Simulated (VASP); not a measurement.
Wanted: the native input for a VASP 6.6.1 run.

| Item | Value |
| --- | --- |
| Task | relaxation of cell and atoms |
| Functional | PBE |
| Potentials or basis | VASP PAW PBE potentials, release 64 (Hg, Se, Co) |
| Cutoff | 600 eV |
| k mesh | 5 × 5 × 5 |
| Occupations | fermi-dirac, width 0.005 eV |
| Spin | no spin polarisation |
| Hubbard terms | Co d U = 1.0 eV |
| Dipole correction | no |
| Further INCAR settings | ALGO = Normal; EDIFF = 1e-07; IBRION = 2; EDIFFG = -0.01; NSW = 60; ISIF = 3 |

The structure of Co2HgSe2 lies in POSCAR:

```
Co2HgSe2
1.0
    0.0000000000      3.7440530000      0.0000000000
    3.7440530000      0.0000000000      0.0000000000
    1.8720260000      1.8720260000     -6.5668480000
Hg Se Co
1 2 2
Direct
    0.0000000000      0.0000000000      0.0000000000
    0.3537000000      0.3537000000      0.2926000000
    0.6463000000      0.6463000000      0.7074000000
    0.7500000000      0.2500000000      0.5000000000
    0.2500000000      0.7500000000      0.5000000000
```

The input as run:

INCAR

```
PREC = Accurate ; ENCUT = 600
EDIFF = 1E-7 ; ISMEAR = -1
SIGMA = 0.005 ; LREAL = F
LASPH = T ; NELM = 150
ALGO = Normal ; ISIF = 3
LWAVE = F ; LCHARG = F
LMAXMIX = 4 ; LDAU = T
LDAUTYPE = 2 ; LDAUL = -1 -1 2
LDAUU = 0 0 1 ; LDAUJ = 0 0 0
LDAUPRINT = 1 ; GGA = PE
IBRION = 2 ; NSW = 60
EDIFFG = -0.01
```

KPOINTS

```
regular mesh
0
Gamma
  5 5 5
```

Potentials or basis: VASP PAW PBE potentials, release 64 (Hg, Se, Co).

Command:

```sh
$ cat potpaw_PBE.64/Hg/POTCAR potpaw_PBE.64/Se/POTCAR potpaw_PBE.64/Co/POTCAR > POTCAR
$ mpirun -np 1 vasp_std > vasp.out
```

Results of the run:

* Relaxed volume: 22.67 Å³/atom
* Relaxed cell: a = 3.628 Å, b = 3.628 Å, c = 8.984 Å, α = 78.35°, β = 78.35°, γ = 90.00°
* Space group after relaxing (to 0.1 Å): I4/mmm (No. 139)
* Energy gained by relaxing: 99.0 meV/atom
* Ionic steps: 27
* Pressure after relaxing: 0.0 GPa
* Band gap on the k mesh: zero (bands 21 and 22 overlap by 1.17 eV)

Caveat: the volume moved by over 15 % at a fixed basis, so the end points are rough; spin-orbit coupling is left out, which moves the levels of the heavy elements; the run has no spin polarisation, though such a crystal can be magnetic; U without spin polarisation on a metal has little footing.

It took 10 min on 1 thread of Intel(R) Xeon(R) 6975P-C (Granite Rapids), on a shared host, peak memory 0.26 GiB.
